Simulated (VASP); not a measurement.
## NaF: electric field gradients with PBE

NaF:

```
Na F
1.0
     0.00000    2.32330    2.32330
     2.32330    0.00000    2.32330
     2.32330    2.32330    0.00000
Na F
1 1
Direct
  0.00000 0.00000 0.00000
  0.50000 0.50000 0.50000
```

```json
{
  "Program": "VASP 6.6.1",
  "Task": "electric field gradients",
  "Functional": "PBE",
  "Potentials or basis": "VASP PAW PBE potentials, release 64 (Na_pv, F)",
  "Cutoff": "520 eV",
  "k mesh": "3 × 3 × 3",
  "Occupations": "fermi-dirac, width 0.03 eV",
  "Spin": "no spin polarisation",
  "Dipole correction": "no",
  "Further INCAR settings": "ALGO = Normal; EDIFF = 1e-08; NBANDS = 14"
}
```

```
Pressure               : 1.6 GPa
Band gap on the k mesh : 6.25 eV, direct
```

Levels at points of the mesh, in eV from the valence-band top:
```tsv
k point	band 3	band 4	band 5	band 6	band 7	band 8	band 9	band 10	band 11	band 12
(0.00, 0.00, 0.00)	-18.98	-18.98	0.00	0.00	0.00	6.25	18.91	18.91	18.91	21.76
```

It took 1.6 s on 1 thread of AMD EPYC 9R45 96-Core Processor (Zen 5), with other jobs on the host, peak memory 0.1 GiB.

Caveat: the k points lie up to 0.78 Å⁻¹ apart; without QUAD_EFG the Cq values of the log hold for a quadrupole moment of 1 mb, not for the nuclei.
